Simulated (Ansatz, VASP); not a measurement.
Two plane-wave programs on Si4Ge

Contents of INCAR:

```
SYSTEM = Si4Ge
PREC = Accurate
ENCUT = 600
EDIFF = 1E-6
ISMEAR = 0
SIGMA = 0.02
LREAL = .False.
LASPH = .True.
NELM = 60
ALGO = Normal
ISIF = 3
LWAVE = .False.
LCHARG = .False.
GGA = PE
IBRION = 2
NSW = 100
EDIFFG = -0.01
```

File KPOINTS:

```
Automatic mesh
0
Gamma
  6 6 6
  0 0 0
```

POSCAR

```
Si4Ge
1.0
   -4.3559484594      4.3559484594      2.7552538015
    4.3559484594     -4.3559484594      2.7552538015
    4.3559484594      4.3559484594     -2.7552538015
Si Ge
8 2
Direct
    0.3952599504      0.1979885209      0.6003966186
    0.5448633318      0.6452599504      0.6972714295
    0.3547400496      0.0520114791      0.8996033814
    0.9479885209      0.8475919023      0.3027285705
    0.2051366682      0.6047400496      0.8027285705
    0.1524080977      0.4551366682      0.1003966186
    0.8020114791      0.4024080977      0.1972714295
    0.5975919023      0.7948633318      0.3996033814
    0.0000000000      0.0000000000      0.0000000000
    0.7500000000      0.2500000000      0.5000000000
```

Input for Ansatz:

```yaml
crystal:
  lattice:
    - [-4.3559484594, 4.3559484594, 2.7552538015]
    - [4.3559484594, -4.3559484594, 2.7552538015]
    - [4.3559484594, 4.3559484594, -2.7552538015]
  atoms:
    - { symbol: Si, position: [0.3952599504, 0.1979885209, 0.6003966186] }
    - { symbol: Si, position: [0.5448633318, 0.6452599504, 0.6972714295] }
    - { symbol: Si, position: [0.3547400496, 0.0520114791, 0.8996033814] }
    - { symbol: Si, position: [0.9479885209, 0.8475919023, 0.3027285705] }
    - { symbol: Si, position: [0.2051366682, 0.6047400496, 0.8027285705] }
    - { symbol: Si, position: [0.1524080977, 0.4551366682, 0.1003966186] }
    - { symbol: Si, position: [0.8020114791, 0.4024080977, 0.1972714295] }
    - { symbol: Si, position: [0.5975919023, 0.7948633318, 0.3996033814] }
    - { symbol: Ge, position: [0.0, 0.0, 0.0] }
    - { symbol: Ge, position: [0.75, 0.25, 0.5] }
basis:
  ecutwfc: 420
kpoints:
  mp_grid: { grid: [6, 6, 6] }
hamiltonian:
  xc: pbe
scf:
  occupations: { method: gaussian, width: 0.02 }
output:
  forces: true
  stress: true
  eigenvalues: true
relax:
  adjacent_minimum: "off"
  f_tol: 0.01
  max_steps: 80
  cell: { stress_tol: 0.05 }
```

Alike in both runs: task relaxation of cell and atoms; functional PBE; k mesh 6 × 6 × 6; occupations gaussian, width 0.02 eV; no spin polarisation.

```csv
,VASP,Ansatz
version,VASP 6.6.1,Ansatz 0.2.0
potentials or method,"VASP PAW PBE potentials, release 64 (Si, Ge_d), cutoff 600 eV","scalar-relativistic, plane waves, PAW"
valence electrons in the cell,60,60
```

|  | VASP | Ansatz | Ansatz less VASP |
| --- | --- | --- | --- |
| gap on the k mesh at the Fermi level, each at its own relaxed structure (eV) | 0.72 | 0.72 | -0.002 |
| relaxed volume (Å³/atom) | 21.01 | 21.02 | +0.011 |
| relaxed length of the cell vector where the two differ most in proportion (Å) | 6.759 | 6.761 | +0.0012 |
